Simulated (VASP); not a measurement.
A run of VASP 6.6.1 is set up as follows.

The input INCAR:

```
PREC = Accurate ; ENCUT = 520
EDIFF = 1E-6 ; ISMEAR = -1
SIGMA = 0.05 ; LREAL = False
LASPH = True ; NELM = 100
ALGO = Normal ; ISIF = 2
LWAVE = False ; LCHARG = False
GGA = PE ; NBANDS = 16
```

Contents of KPOINTS:

```
regular mesh
0
Gamma
  4 4 3
```

POSCAR

```
Te
1.0
    4.5302708278      0.0000000000      0.0000000000
   -2.2651354139      3.9233296229      0.0000000000
    0.0000000000      0.0000000000      5.9374277250
Te
3
Direct
    0.2684005468      1.0000000000      0.3333333333
    0.0000000000      0.2684005468      0.6666666667
    0.7315994532      0.7315994532      0.0000000000
```

Potentials or basis: VASP PAW PBE potentials, release 64 (Te).

Run with:

```bash
$ cat potpaw_PBE.64/Te/POTCAR > POTCAR
$ mpirun -np 1 vasp_std > vasp.out
```

(1) What does it give for the largest force?

(2) What does it give for the pressure?

Answers

(1) 0.013 eV/Å.

(2) 0.1 GPa.
